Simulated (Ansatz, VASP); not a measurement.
Two plane-wave programs on Hg

```xyz
1
Lattice="2.9461 0.0000 0.0000 0.0000 2.9461 0.0000 0.0000 0.0000 2.9461" Properties=species:S:1:pos:R:3 pbc="T T T"
Hg    0.0000    0.0000    0.0000
```

Alike in both runs: task single point; functional PBEsol; k mesh 12 × 12 × 12; occupations fermi-dirac, width 0.1 eV; no spin polarisation.

|  | VASP | Ansatz |
| --- | --- | --- |
| version | VASP 6.6.1 | Ansatz 0.2.0 |
| potentials or method | VASP PAW PBE potentials, release 64 (Hg), cutoff 520 eV | plane waves (420 eV) with PAW, scalar-relativistic |
| valence electrons in the cell | 12 | 20 |

```tsv
	VASP	Ansatz	Ansatz less VASP
pressure (GPa)	0.5	0.1	-0.41
```

VASP's potentials were made for PBE, not for PBEsol, and Ansatz warns of the same on its side. The functional is the same, so the differences come from potentials, cutoffs and numerics. VASP's potentials hold 12 valence electrons a cell and Ansatz's 20, so a difference there can come from the potentials and not from the codes.

Spin-orbit coupling is off throughout.
